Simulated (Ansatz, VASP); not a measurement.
Fe: VASP beside Ansatz

```
Fe
1.0
     3.77774    0.00000    0.00000
    -1.88887    3.27162    0.00000
     0.00000    0.00000    2.37508
Fe
3
Direct
  0.00000 0.00000 0.00000
  0.33333 0.66667 0.50000
  0.66667 0.33333 0.50000
```

Alike in both runs: task single point; functional LDA; k mesh 13 × 13 × 17; occupations fermi-dirac, width 0.05 eV; collinear spin.

```csv
,VASP,Ansatz
version,VASP 6.6.1,Ansatz 0.2.0
potentials or method,"VASP PAW LDA potentials, release 64 (Fe), cutoff 520 eV","plane waves (420 eV) with PAW, scalar-relativistic"
valence electrons in the cell,24,48
```

Ansatz gave:

- net moment per atom (μB): 0.27
- size of the moment on the site where the two differ most (μB): 0.53

Estimate VASP's values.

net moment per atom (μB): 0.00; size of the moment on the site where the two differ most (μB): 0.00.

The net moments are unlike, so the other rows may belong to different states. Ansatz warns that its potentials were made for another functional, while VASP's fit it. LDA's correlation is that of Perdew and Zunger in VASP and of Perdew and Wang (1992) in Ansatz. Site moments also hang on the region over which each program counts them. VASP's potentials hold 24 valence electrons a cell and Ansatz's 48, so a difference there can come from the potentials and not from the codes.
